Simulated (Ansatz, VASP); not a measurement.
## Ir in VASP and in Ansatz

```xyz
1
Lattice="0.0000 1.9354 1.9354 1.9354 0.0000 1.9354 1.9354 1.9354 0.0000" Properties=species:S:1:pos:R:3 pbc="T T T"
Ir    0.0000    0.0000    0.0000
```

Alike in both runs: task relaxation of cell and atoms; functional PBE; k mesh 18 × 18 × 18; occupations fermi-dirac, width 0.05 eV; no spin polarisation.

|  | VASP | Ansatz |
| --- | --- | --- |
| version | VASP 6.6.1 | Ansatz 0.2.0 |
| potentials or method | VASP PAW PBE potentials, release 64 (Ir), cutoff 600 eV | all-electron LAPW, non-relativistic |

Ansatz gave:

| Property | Result |
| --- | --- |
| relaxed volume (Å³/atom) | 16.26 |
| relaxed cell length with the largest relative difference (Å) | 2.844 |

Q: Estimate VASP's values.

A: Relaxed volume (Å³/atom): 14.52; relaxed cell length with the largest relative difference (Å): 2.738.

Ansatz ran all-electron here, and VASP with PAW potentials.

Spin-orbit coupling is off throughout.
